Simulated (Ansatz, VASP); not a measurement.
One calculation of AlN, two programs

Contents of INCAR:

```
PREC     = Accurate       # precision mode
ENCUT    = 600            # plane-wave cutoff, eV
EDIFF    = 1E-6           # SCF threshold, eV
ISMEAR   = 0              # smearing method
SIGMA    = 0.01           # smearing width, eV
LREAL    = False          # projectors in reciprocal space
LASPH    = True           # aspherical terms in the spheres
NELM     = 120            # most SCF steps
ALGO     = Normal         # electronic algorithm
ISIF     = 2              # what is computed and relaxed
LWAVE    = False          # write WAVECAR
LCHARG   = False          # write CHGCAR
GGA      = PE             # functional
NBANDS   = 11             # bands
GGA_COMPAT= False
```

KPOINTS

```
regular mesh
0
Gamma
  8 8 8
```

Contents of POSCAR:

```
AlN
1.0
    0.0000000000      1.9949108661      1.9949108661
    1.9949108661      0.0000000000      1.9949108661
    1.9949108661      1.9949108661      0.0000000000
Al N
1 1
Direct
    0.0000000000      0.0000000000      0.0000000000
    0.5000000000      0.5000000000      0.5000000000
```

Input for Ansatz:

```yaml
crystal:
  lattice:
    - [0.0, 1.994910866121929, 1.994910866121929]
    - [1.994910866121929, 0.0, 1.994910866121929]
    - [1.994910866121929, 1.994910866121929, 0.0]
  atoms:
    - { symbol: Al, position: [0.0, 0.0, 0.0] }
    - { symbol: "N", position: [0.5, 0.5, 0.5] }
basis:
  ecutwfc: 510.0
kpoints:
  mp_grid:
    grid: [8, 8, 8]
hamiltonian:
  xc: pbe
  pseudopotentials:
    kind: paw
scf:
  occupations:
    method: fixed
output:
  stress: true
```

Alike in both runs: task single point; functional PBE; k mesh 8 × 8 × 8; no spin polarisation.

|  | VASP | Ansatz |
| --- | --- | --- |
| version | VASP 6.6.1 | Ansatz 0.2.0 |
| potentials or method | VASP PAW PBE potentials, release 64 (Al, N), cutoff 600 eV | plane waves, PAW |
| occupations | gaussian, width 0.01 eV | fixed |
| valence electrons in the cell | 8 | 8 |

```csv
,VASP,Ansatz,Ansatz less VASP
pressure (GPa),16.6,17.1,+0.47
```
